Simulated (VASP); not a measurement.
Write the native input for VASP 6.6.1 that does the following.

```yaml
Task: single point
Functional: r2SCAN
Potentials_or_basis: VASP PAW PBE potentials, release 64 (B, N)
Cutoff: 520 eV
k_mesh: 12 × 12 × 6
Occupations: gaussian, width 0.05 eV
Spin: no spin polarisation
Dipole_correction: no
Further_INCAR_settings: ALGO = Normal; EDIFF = 1e-07; NBANDS = 16
```

BN:

```
CELL_PARAMETERS angstrom
2.55394 0.00000 0.00000
-1.27697 2.21178 0.00000
0.00000 0.00000 4.39593
ATOMIC_POSITIONS crystal
B 0.66667 0.33333 0.99972
B 0.33333 0.66667 0.49972
N 0.66667 0.33333 0.62528
N 0.33333 0.66667 0.12528
```

This cell differs from its parent crystal: strain +0.000 along x and y, +0.040 along z.

The input as run:

POSCAR

```
BN
1.0
    2.5539396017      0.0000000000      0.0000000000
   -1.2769698009      2.2117765748      0.0000000000
    0.0000000000      0.0000000000      4.3959292000
B N
2 2
Direct
    0.6666666667      0.3333333333      0.9997240000
    0.3333333333      0.6666666667      0.4997240000
    0.6666666667      0.3333333333      0.6252760000
    0.3333333333      0.6666666667      0.1252760000
```

INCAR.step1

```
SYSTEM = BN
ALGO = Normal ; EDIFF = 1E-4
ENCUT = 520 ; GGA = PE
ISMEAR = 0 ; LASPH = .TRUE.
LCHARG = .FALSE. ; LREAL = .FALSE.
LWAVE = .TRUE. ; NBANDS = 16
NELM = 60 ; PREC = Accurate
SIGMA = 0.05
```

INCAR.step2

```
SYSTEM = BN
ALGO = Normal ; EDIFF = 1E-7
ENCUT = 520 ; ISIF = 2
ISMEAR = 0 ; ISTART = 1
LASPH = .TRUE. ; LCHARG = .TRUE.
LELF = .TRUE. ; LMIXTAU = .TRUE.
LREAL = .FALSE. ; LVHAR = .TRUE.
LWAVE = .FALSE. ; METAGGA = R2SCAN
NBANDS = 16 ; NELM = 60
PREC = Accurate ; SIGMA = 0.05
```

KPOINTS

```
k-points
0
G
  12 12 6
  0 0 0
```

Potentials or basis: VASP PAW PBE potentials, release 64 (B, N).

Command:

```console
$ cat potpaw_PBE.64/B/POTCAR potpaw_PBE.64/N/POTCAR > POTCAR
$ cp INCAR.step1 INCAR
$ mpirun -np 1 vasp_std > vasp.out
$ cp INCAR.step2 INCAR
$ mpirun -np 1 vasp_std > vasp.out
```

Results of the run:

- Pressure: -16.8 GPa
- Largest force: 0.221 eV/Å
- Band gap on the k mesh: 5.63 eV (least direct gap 7.64 eV)

Caveat: the cell differs from its parent crystal (strain +0.000 along x and y, +0.040 along z); the stress differs along the axes, from -40 to -5 GPa; the PAW data sets were made with another functional, which shifts forces and pressure a little.

It took 2.7 min on 1 thread of Intel Xeon 8259CL, on a shared host, peak memory 0.15 GiB.
